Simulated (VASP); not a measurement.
Set up this calculation in VASP 6.6.1, as the native input.

| Quantity | Value |
| --- | --- |
| Task | single point |
| Functional | PBE |
| Potentials or basis | VASP PAW PBE potentials, release 64 (Pt, S) |
| Cutoff | 520 eV |
| k mesh | 4 × 4 × 6 |
| Occupations | gaussian, width 0.1 eV |
| Spin | collinear spin |
| Starting moments | [1.0, 0.0, 0.0] μB |
| Dipole correction | no |
| Further INCAR settings | ALGO = Normal; EDIFF = 1e-06; NBANDS = 22 |

The structure of PtS2 lies in POSCAR:

```
PtS2
1.0
    2.4869400116     -4.1408128375      0.0000000000
    2.4869400116      4.1408128375      0.0000000000
    0.0000000000      0.0000000000      2.7685401087
Pt S
1 2
Direct
    0.5000000000      0.5000000000      0.5000000000
    0.0000000000      0.5000000000      0.5000000000
    0.5000000000      0.0000000000      0.5000000000
```

The cell was generated, and may not be a known phase.

One way to write it, as run:

INCAR

```
SYSTEM = PtS2
  PREC = Accurate
  ENCUT = 520
  EDIFF = 1E-6
  ISMEAR = 0
  SIGMA = 0.1
  LREAL = .False.
  LASPH = .True.
  NELM = 150
  ALGO = Normal
  ISIF = 2
  LWAVE = .False.
  LCHARG = .False.
  ISPIN = 2
  MAGMOM = 1 0 0
  LORBIT = 11
  LMAXMIX = 4
  GGA = PE
  NBANDS = 22
```

KPOINTS

```
Automatic mesh
0
Gamma
  4 4 6
  0 0 0
```

Potentials or basis: VASP PAW PBE potentials, release 64 (Pt, S).

Launch:

```console
$ cat potpaw_PBE.64/Pt/POTCAR potpaw_PBE.64/S/POTCAR > POTCAR
$ mpirun -np 1 vasp_std > vasp.out
```

Results of the run:

The pressure is -0.2 GPa. The band gap on the k mesh is zero (filled and empty bands overlap), the net moment is 0.00 μB per cell and the valence electrons inside the program's atomic spheres are Pt 9.29; S 3.54.

Caveat: the k points lie up to 0.38 Å⁻¹ apart, too coarse for converged energies and pressures of a metal; spin-orbit coupling is left out, which moves the levels of the heavy elements.

Wall time 42 s on 1 thread of AMD EPYC 9R45 96-Core Processor (Zen 5) (shared host), peak memory 0.2 GiB.
